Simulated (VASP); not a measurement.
# AlSi16 (a cell with a defect) in VASP: a series of runs

The runs below take AlSi16 (a cell with a defect) through single point, with PBE.

Program: VASP 6.6.1. These are calculated values, not measurements. Logs are shortened: lines on timing, memory, paths and dates and some standing lists are left out, and cuts for length are marked.

### Step 1. The cell of the first run

The cell holds a defect, 17 atoms: a = 7.679 Å, b = 7.679 Å, c = 7.679 Å, α = 60.00°, β = 60.00°, γ = 60.00°.

### Step 2. Single point, PBE, collinear spin

Input file INCAR:

```
SYSTEM = AlSi16
PREC = Accurate
ENCUT = 520
EDIFF = 1E-6
ISMEAR = 0
SIGMA = 0.02
LREAL = Auto
LASPH = .TRUE.
NELM = 150
ALGO = Normal
ISIF = 2
LWAVE = .FALSE.
LCHARG = .TRUE.
ISPIN = 2
MAGMOM = 0 0 0 0 0 0 0 0 0 0 0 0 0 0 0 0 1
LORBIT = 11
GGA = PE
LELF = .TRUE.
LVHAR = .TRUE.
NBANDS = 52
```

Input file KPOINTS:

```
Automatic mesh
0
G
  2 2 2
  0 0 0
```

Input file POSCAR:

```
AlSi16
1.0
    0.0000000000      5.4300000000      5.4300000000
    5.4300000000      0.0000000000      5.4300000000
    5.4300000000      5.4300000000      0.0000000000
Si Al
16 1
Direct
   -0.0017776443      0.0008947628      0.0006128299
    0.1346525373      0.1228035787      0.1225160884
    0.0120899146     -0.0063824828      0.4973139654
    0.1346149187      0.1228272543      0.6203758618
    0.0120930665      0.4975969594     -0.0066766106
    0.1345929907      0.6206575097      0.1225534731
    0.0120992848      0.4976121890      0.4973369026
    0.1344028555      0.6221787461      0.6218910322
    0.5153709112      0.0009985381      0.0008027574
    0.6360101620      0.1217052154      0.1213586699
    0.5153297427      0.0009313160      0.4832513025
    0.6373237454      0.1232358221      0.6198886982
    0.5153013029      0.4835932563      0.0006759980
    0.6373347391      0.6201482938      0.1229697414
    0.5057461751      0.4983688546      0.4981075881
    0.6373509076      0.6201393469      0.6198749897
    0.3871276902      0.8712798396      0.8709709119
```

Potentials or basis: VASP PAW PBE potentials, release 64 (Si, Al).

On the command line:

```sh
$ cat potpaw_PBE.64/Si/POTCAR potpaw_PBE.64/Al/POTCAR > POTCAR
$ mpirun -np 1 vasp_std > vasp.out
```

OUTCAR:

```text
SYSTEM = AlSi16
   PREC = Accurate
   ENCUT = 520
   EDIFF = 1E-6
   ISMEAR = 0
   LREAL = Auto
   LASPH = .TRUE.
   NELM = 150
   ISIF = 2
   ISPIN = 2
   LORBIT = 11
   GGA = PE

 ion  position               nearest neighbor table
   1  0.998  0.001  0.001-  10 2.27   6 2.38   4 2.38   2 2.38  17 2.44
   2  0.135  0.123  0.123-   5 2.35   3 2.35   1 2.38   9 2.39  17 2.73
   3  0.012  0.994  0.497-   8 2.33  12 2.35   4 2.35   2 2.35
   4  0.135  0.123  0.620-   7 2.35   3 2.35   1 2.38  11 2.39  17 2.73
   5  0.012  0.498  0.993-   8 2.33  14 2.35   6 2.35   2 2.35
   6  0.135  0.621  0.123-   7 2.35   5 2.35   1 2.38  13 2.39  17 2.73
   7  0.012  0.498  0.497-   8 2.33  16 2.35   6 2.35   4 2.35
   8  0.134  0.622  0.622-  15 2.33   7 2.33   5 2.33   3 2.33
   9  0.515  0.001  0.001-  10 2.27   2 2.39  14 2.39  12 2.39  17 2.43
  10  0.636  0.122  0.121-  13 2.27  11 2.27   9 2.27   1 2.27
  11  0.515  0.001  0.483-  10 2.27   4 2.39  16 2.39  12 2.39  17 2.43
  12  0.637  0.123  0.620-   3 2.35  15 2.35   9 2.39  11 2.39  17 2.73
  13  0.515  0.484  0.001-  10 2.27   6 2.39  16 2.39  14 2.39  17 2.43
  14  0.637  0.620  0.123-   5 2.35  15 2.35   9 2.39  13 2.39  17 2.73
  15  0.506  0.498  0.498-   8 2.33  12 2.35  14 2.35  16 2.35
  16  0.637  0.620  0.620-   7 2.35  15 2.35  11 2.39  13 2.39  17 2.73
  17  0.387  0.871  0.871-  13 2.43  11 2.43   9 2.43   1 2.44  12 2.73  14 2.73  16 2.73   2 2.73
                             4 2.73   6 2.73

  LATTYP: Found a face centered cubic cell.
 ALAT       =    10.8600000000

  Lattice vectors:

 A1 = (   0.0000000000,   5.4300000000,   5.4300000000)
 A2 = (   5.4300000000,   0.0000000000,   5.4300000000)
 A3 = (   5.4300000000,   5.4300000000,   0.0000000000)

Analysis of symmetry for initial positions (statically):
=====================================================================
 Subroutine PRICEL returns:
 Original cell was already a primitive cell.

 Routine SETGRP: Setting up the symmetry group for a
 face centered cubic supercell.

 Subroutine GETGRP returns: Found  1 space group operations
 (whereof  1 operations were pure point group operations)
 out of a pool of 48 trial point group operations.

The static configuration has the point symmetry C_1 .

Analysis of symmetry for dynamics (positions and initial velocities):
=====================================================================
 Subroutine PRICEL returns:
 Original cell was already a primitive cell.

 Routine SETGRP: Setting up the symmetry group for a
 face centered cubic supercell.

 Subroutine GETGRP returns: Found  1 space group operations
 (whereof  1 operations were pure point group operations)
 out of a pool of 48 trial point group operations.

The dynamic configuration has the point symmetry C_1 .

Analysis of structural, dynamic, and magnetic symmetry:
=====================================================================
 Subroutine PRICEL returns:
 Original cell was already a primitive cell.

 Routine SETGRP: Setting up the symmetry group for a
 face centered cubic supercell.

 Subroutine GETGRP returns: Found  1 space group operations
 (whereof  1 operations were pure point group operations)
 out of a pool of 48 trial point group operations.

The overall configuration has the point symmetry C_1 .

 Subroutine INISYM returns: Found  1 space group operations
 (whereof  1 operations are pure point group operations),
 and found     1 'primitive' translations

----------------------------------------------------------------------------------------

                                     Primitive cell

  volume of cell :     320.2060

  direct lattice vectors                    reciprocal lattice vectors
     0.000000000  5.430000000  5.430000000    -0.092081031  0.092081031  0.092081031
     5.430000000  0.000000000  5.430000000     0.092081031 -0.092081031  0.092081031
     5.430000000  5.430000000  0.000000000     0.092081031  0.092081031 -0.092081031

  length of vectors
     7.679179644  7.679179644  7.679179644     0.159489025  0.159489025  0.159489025

  position of ions in fractional coordinates (direct lattice)
     0.998222356  0.000894763  0.000612830
     0.134652537  0.122803579  0.122516088
     0.012089915  0.993617517  0.497313965
     0.134614919  0.122827254  0.620375862
     0.012093067  0.497596959  0.993323389
     0.134592991  0.620657510  0.122553473
[... 9 lines left out ...]
     0.637350908  0.620139347  0.619874990
     0.387127690  0.871279840  0.870970912

  ion indices of the primitive-cell ions
   primitive index   ion index
                 1           1
                 2           2
                 3           3
                 4           4
                 5           5
                 6           6
[... 9 lines left out ...]
                16          16
                17          17

----------------------------------------------------------------------------------------

 KPOINTS: Automatic mesh

Automatic generation of k-mesh.
 Grid dimensions read from file:
 generate k-points for:    2    2    2

 Generating k-lattice:

  Cartesian coordinates                     Fractional coordinates (reciprocal lattice)
    -0.046040516  0.046040516  0.046040516     0.500000000  0.000000000  0.000000000
     0.046040516 -0.046040516  0.046040516     0.000000000  0.500000000  0.000000000
     0.046040516  0.046040516 -0.046040516     0.000000000  0.000000000  0.500000000

  Length of vectors
     0.079744512  0.079744512  0.079744512

  Shift w.r.t. Gamma in fractional coordinates (k-lattice)
     0.000000000  0.000000000  0.000000000

 Subroutine IBZKPT returns following result:
 ===========================================

 Found      8 irreducible k-points:

 Following reciprocal coordinates:
            Coordinates               Weight
  0.000000  0.000000  0.000000      1.000000
  0.500000  0.000000  0.000000      1.000000
  0.000000  0.500000  0.000000      1.000000
  0.000000  0.000000  0.500000      1.000000
  0.500000  0.500000  0.500000      1.000000
  0.500000  0.500000  0.000000      1.000000
  0.000000  0.500000  0.500000      1.000000
  0.500000  0.000000  0.500000      1.000000
   k-points           NKPTS =      8   k-points in BZ     NKDIM =      8   number of bands    NBANDS=     52
   number of dos      NEDOS =    301   number of ions     NIONS =     17
   total plane-waves  NPLWV = 216000
   dimension x,y,z NGX =    60 NGY =   60 NGZ =   60
   dimension x,y,z NGXF=   120 NGYF=  120 NGZF=  120
   ions per type =              16   1
   NGX,Y,Z   is equivalent  to a cutoff of  12.99, 12.99, 12.99 a.u.
   NGXF,Y,Z  is equivalent  to a cutoff of  25.98, 25.98, 25.98 a.u.
 SYSTEM =  AlSi16
   PREC   = accura    normal or accurate (medium, high low for compatibility)
   ISTART =      0    job   : 0-new  1-cont  2-samecut
   ICHARG =      2    charge: 1-file 2-atom 10-const
   ISPIN  =      2    spin polarized calculation?
   LNONCOLLINEAR =      F non collinear calculations
   LSORBIT =      F    spin-orbit coupling
   LASPH  =      T    aspherical Exc in radial PAW
   ENCUT  =  520.0 eV  38.22 Ry    6.18 a.u.  14.28 14.28 14.28*2*pi/ulx,y,z
   NELM   =    150;   NELMIN=  2; NELMDL= -5     # of ELM steps
   EDIFF  = 0.1E-05   stopping-criterion for ELM
   LREAL  =      T    real-space projection
   EDIFFG = 0.1E-04   stopping-criterion for IOM
   NSW    =      0    number of steps for IOM
   IBRION =     -1    ionic relax: 0-MD 1-quasi-New 2-CG
   NFREE  =      0    steps in history (QN), initial steepest desc. (CG)
   ISIF   =      2    stress and relaxation
   ISYM   =      2    0-nonsym 1-usesym 2-fastsym
   POTIM  = 0.5000    time-step for ionic-motion
   TEBEG  =    0.0;   TEEND  =   0.0 temperature during run
   PSTRESS=    0.0 pullay stress
   NELECT =      67.0000    total number of electrons
   NUPDOWN=      -1.0000    fix difference up-down
   EMIN   =  10.00;   EMAX   =-10.00  energy-range for DOS
   EFERMI =   0.00;   METHOD = LEGACY
   ISMEAR =     0;   SIGMA  =   0.02  broadening in eV -4-tet -1-fermi 0-gaus
   EFERMI_NEDOS =   21; number of points for ismear=-14 and -15
   IALGO  =     38    algorithm
   IMIX   =      4    mixing-type and parameters
     AMIX     =   0.40;   BMIX     =  1.00
     AMIX_MAG =   1.60;   BMIX_MAG =  1.00
  volume/ion in A,a.u.               =      18.84       127.11
  Fermi-wavevector in a.u.,A,eV,Ry     =   0.971904  1.836632 12.852022  0.944597
  Thomas-Fermi vector in A             =   2.102159
   LORBIT       =     11    0 simple, 1 ext, 2 COOP (PROOUT), +10 PAW based schemes
   GGA     = PE    functional components
   LHFCALC =     F    Hartree Fock is set to
   AEXX    =    0.0000 exact exchange contribution
   IVDW    =     0    specifies the selected vdW correction
   LEPSILON=     F    determine dielectric tensor
   LRPA    =     F    only Hartree local field effects (RPA)
 spin polarized calculation
 Gauss-broadening in eV      SIGMA  =   0.02
  energy-cutoff  :      520.00
  volume of cell :      320.21
 maximum number of plane-waves:      8646
 NGX is ok and might be reduce to    60
   NGX = 29   NGY = 29   NGZ = 29

 number of electron      67.0000000 magnetization      -0.1955942

 number of electron      67.0000000 magnetization       0.2485993

 Free energy of the ion-electron system (eV)
  ---------------------------------------------------
  ext. energy  EPLUGINS =         0.00000000
  ---------------------------------------------------
  free energy    TOTEN  =       -86.69460226 eV

  energy without entropy =      -86.69454070  energy(sigma->0) =      -86.69457148

 E-fermi :   6.9068     XC(G=0):  -9.6569

 val. band max:        6.8681691319   @ k =   0.0000   0.0000   0.0000
 cond. band min:       6.9454584197   @ k =   0.0000   0.0000   0.0000
 fundamental gap:      0.0772892878
 Fermi energy:         6.9068138071

 spin component 1

 k-point     1 :       0.0000    0.0000    0.0000
  band No.  band energies     occupation
      1      -6.0167      1.00000
      2      -3.5555      1.00000
      3      -3.5474      1.00000
      4      -3.5469      1.00000
      5      -3.5461      1.00000
      6      -2.4062      1.00000
[... 373 lines left out ...]
     44      10.3188      0.00000
     45      10.4536      0.00000
 Fermi energy:         6.9068138071

 spin component 2

 k-point     1 :       0.0000    0.0000    0.0000
  band No.  band energies     occupation
      1      -6.0023      1.00000
      2      -3.5445      1.00000
      3      -3.5356      1.00000
      4      -3.5352      1.00000
      5      -3.5344      1.00000
      6      -2.3973      1.00000
[... 373 lines left out ...]
     44      10.3502      0.00000
     45      10.4760      0.00000
 [bands above 45 left out]

------------------------ aborting loop because EDIFF is reached ----------------------------------------

  FORCE on cell =-STRESS in cart. coord.  units (eV):
  Direction    XX          YY          ZZ          XY          YZ          ZX
  --------------------------------------------------------------------------------------
  -------------------------------------------------------------------------------------
  Total       10.7927122     10.7894289     10.7880497      0.0261529     -0.0481751      0.0353443
  in kB       54.0022298     53.9858019     53.9789010      0.1308583     -0.2410481      0.1768481
  external PRESSURE =      53.9889776 kB  Pullay stress =       0.0000000 kB

 VOLUME and BASIS-vectors are now :
 -----------------------------------------------------------------------------
  energy-cutoff  :      520.00
  volume of cell :      320.21
      direct lattice vectors                 reciprocal lattice vectors
     0.000000000  5.430000000  5.430000000    -0.092081031  0.092081031  0.092081031
     5.430000000  0.000000000  5.430000000     0.092081031 -0.092081031  0.092081031
     5.430000000  5.430000000  0.000000000     0.092081031  0.092081031 -0.092081031

 POSITION                                       TOTAL-FORCE (eV/Angst)
 -----------------------------------------------------------------------------------
      0.00819      5.42368      5.42521         0.016829     -0.016860     -0.016843
      1.33209      1.39643      1.39799         0.020947      0.014130      0.013813
      8.09576      2.76606      5.46099        -0.017412      0.017097     -0.029542
      4.03559      4.09960      1.39791        -0.014817     -0.020306      0.012575
      8.09570      5.45941      2.76762        -0.017654     -0.028723      0.017278
      4.03564      1.39631      4.10101        -0.014026      0.013194     -0.019879
[... 9 lines left out ...]
      6.73328      6.82674      6.82817        -0.017570     -0.019455     -0.018729
      9.46042      6.83148      6.83315         0.020339     -0.014751     -0.012549
 -----------------------------------------------------------------------------------
    total drift:                               -0.006537      0.008930      0.006169

  FREE ENERGIE OF THE ION-ELECTRON SYSTEM (eV)
  ---------------------------------------------------
  free  energy   TOTEN  =       -86.6946022638 eV

  energy  without entropy=      -86.6945406988  energy(sigma->0) =      -86.69457148

 total charge

# of ion       s       p       d       tot
------------------------------------------
    1        0.758   0.950   0.000   1.708
    2        0.743   0.930   0.000   1.673
    3        0.746   0.950   0.000   1.696
    4        0.743   0.930   0.000   1.673
    5        0.746   0.950   0.000   1.696
    6        0.743   0.930   0.000   1.673
[... 9 lines left out ...]
   16        0.743   0.929   0.000   1.672
   17        0.508   0.336   0.000   0.843
--------------------------------------------------
tot         12.479  15.471   0.000  27.950

 magnetization (x)

# of ion       s       p       d       tot
------------------------------------------
    1       -0.000   0.004   0.000   0.004
    2        0.004  -0.001   0.000   0.003
    3       -0.000   0.001   0.000   0.001
    4        0.004  -0.001   0.000   0.003
    5       -0.000   0.001   0.000   0.001
    6        0.004  -0.001   0.000   0.003
[... 9 lines left out ...]
   16        0.004  -0.001   0.000   0.003
   17       -0.001  -0.000   0.000  -0.001
--------------------------------------------------
tot          0.021   0.013   0.000   0.034
```

Wall time 8.4 min (1 thread of Intel Xeon Platinum 8488C (Sapphire Rapids), shared host); peak memory 0.7 GiB.

Results:

| Quantity | Value |
| --- | --- |
| Free energy | -86.6946 eV |
| Pressure | 5.4 GPa |
| Largest force | 0.038 eV/Å |
| Net moment | 0.25 μB per cell |
| Valence electrons inside the program's atomic spheres | Si 1.71, 1.67, 1.70, 1.75, 1.69 (each value once); Al 0.84 |

Forces on the atoms (eV/Å):
```
Si   0.017 -0.017 -0.017
Si   0.021  0.014  0.014
Si  -0.017  0.017 -0.030
Si  -0.015 -0.020  0.013
Si  -0.018 -0.029  0.017
Si  -0.014  0.013 -0.020
Si   0.028  0.017  0.017
Si  -0.008  0.009  0.009
Si   0.012  0.012  0.015
Si  -0.010  0.008  0.007
Si  -0.011 -0.014  0.019
Si   0.017 -0.017  0.013
Si  -0.014  0.018 -0.015
Si   0.018  0.015 -0.018
Si  -0.008  0.008  0.008
Si  -0.018 -0.019 -0.019
Al   0.020 -0.015 -0.013
```

Caveat: the k points lie up to 0.50 Å⁻¹ apart.

### Step 3. Single point, PBE, collinear spin

Input file INCAR:

```
SYSTEM = AlSi16
  PREC = Accurate
  ENCUT = 520
  EDIFF = 1E-7
  ISMEAR = 0
  SIGMA = 0.02
  LREAL = Auto
  LASPH = .TRUE.
  NELM = 150
  ALGO = Normal
  ISIF = 2
  LWAVE = .FALSE.
  LCHARG = .FALSE.
  ISPIN = 2
  MAGMOM = 0 0 0 0 0 0 0 0 0 0 0 0 0 0 0 0 1
  LORBIT = 11
  GGA = PE
  NBANDS = 52
```

KPOINTS is that of step 2.

Input file POSCAR:

```
AlSi16
1.0
    0.0000000000      5.4300000000      5.4300000000
    5.4300000000      0.0000000000      5.4300000000
    5.4300000000      5.4300000000      0.0000000000
Si Al
16 1
Direct
   -0.0161785547      0.0180189245     -0.0009206415
    0.1201189002      0.1378369641      0.1229517865
   -0.0017331911      0.0072667987      0.4972780242
    0.1200896419      0.1378700798      0.6191463169
   -0.0016208808      0.5121738479     -0.0078738748
    0.1215359535      0.6353603164      0.1215963114
   -0.0016188052      0.5121749159      0.4974091204
    0.1219875180      0.6361182513      0.6209926202
    0.5001145335      0.0137601926      0.0033379690
    0.6220295810      0.1358972068      0.1210791547
    0.5000297439      0.0138450537      0.4828722794
    0.6224562677      0.1363230853      0.6206523749
    0.5042257598      0.4977056503     -0.0008816314
    0.6240807107      0.6338209468      0.1230988865
    0.4931245602      0.5121549482      0.4974041170
    0.6240526511      0.6338532562      0.6191137360
    0.3720183502      0.8858935215      0.8710853807
```

Potentials or basis: VASP PAW PBE potentials, release 64 (Si, Al).

On the command line:

```sh
$ cat potpaw_PBE.64/Si/POTCAR potpaw_PBE.64/Al/POTCAR > POTCAR
$ mpirun -np 1 vasp_std > vasp.out
```

Run time: 9.2 min. Hardware: 1 thread of Intel Xeon Platinum 8488C (Sapphire Rapids), shared host; peak memory 0.71 GiB.

It converged, with:

* Free energy: -86.6937 eV
* Pressure: 5.4 GPa
* Largest force: 0.016 eV/Å
* Net moment: 0.00 μB per cell
* Valence electrons inside the program's atomic spheres: Si 1.71, 1.67, 1.70, 1.75 (each value once); Al 0.84

Forces on the atoms (eV/Å):
```
Si  -0.006  0.006 -0.012
Si  -0.003  0.000  0.000
Si   0.005 -0.006 -0.009
Si   0.000  0.003  0.000
Si   0.009  0.008  0.005
Si  -0.001  0.001  0.001
Si  -0.008 -0.010  0.004
Si  -0.001  0.002  0.000
Si  -0.006 -0.008  0.012
Si   0.000  0.000 -0.001
Si   0.007  0.007  0.013
Si   0.001 -0.001  0.001
Si   0.005 -0.006 -0.012
Si   0.000 -0.008  0.000
Si  -0.008  0.008 -0.005
Si   0.008  0.000  0.000
Al  -0.003  0.002  0.000
```

Stress tensor (GPa, compression positive):
```
5.52 0.00 0.00
0.00 5.53 0.00
0.00 0.00 5.16
```

Levels at points of the mesh, in eV from the Fermi level:
Spin up:
```
           k point  band 29  band 30  band 31  band 32  band 33  band 34  band 35  band 36  band 37  band 38
(0.00, 0.00, 0.00)    -1.74    -1.73    -0.77    -0.75    -0.75    -0.23    -0.23    -0.21    -0.03     0.03
(0.50, 0.00, 0.00)    -1.58    -1.58    -1.42    -1.41    -0.61     0.22     0.53     0.56     0.87     0.87
(0.00, 0.50, 0.00)    -1.58    -1.58    -1.42    -1.41    -0.61     0.22     0.53     0.56     0.87     0.87
(0.00, 0.00, 0.50)    -1.58    -1.58    -1.42    -1.41    -0.61     0.22     0.53     0.56     0.87     0.87
(0.50, 0.50, 0.50)    -1.58    -1.58    -1.42    -1.41    -0.61     0.22     0.53     0.56     0.87     0.87
(0.50, 0.50, 0.00)    -2.17    -2.01    -2.01    -1.94    -0.26     0.19     1.09     1.38     1.38     1.46
(0.00, 0.50, 0.50)    -2.15    -2.05    -2.03    -1.89    -0.25     0.19     1.08     1.39     1.43     1.44
(0.50, 0.00, 0.50)    -2.15    -2.05    -2.03    -1.89    -0.25     0.19     1.08     1.39     1.43     1.44
```
Spin down:
```tsv
k point	band 30	band 31	band 32	band 33	band 34	band 35	band 36	band 37
(0.00, 0.00, 0.00)	-1.73	-0.77	-0.75	-0.75	-0.23	-0.23	-0.21	-0.03
(0.50, 0.00, 0.00)	-1.58	-1.42	-1.41	-0.61	0.22	0.53	0.56	0.87
(0.00, 0.50, 0.00)	-1.58	-1.42	-1.41	-0.61	0.22	0.53	0.56	0.87
(0.00, 0.00, 0.50)	-1.58	-1.42	-1.41	-0.61	0.22	0.53	0.56	0.87
(0.50, 0.50, 0.50)	-1.58	-1.42	-1.41	-0.61	0.22	0.53	0.56	0.87
(0.50, 0.50, 0.00)	-2.01	-2.01	-1.94	-0.26	0.19	1.09	1.38	1.38
(0.00, 0.50, 0.50)	-2.05	-2.03	-1.89	-0.25	0.19	1.08	1.39	1.43
(0.50, 0.00, 0.50)	-2.05	-2.03	-1.89	-0.25	0.19	1.08	1.39	1.43
```

Caveat: the k points lie up to 0.50 Å⁻¹ apart.
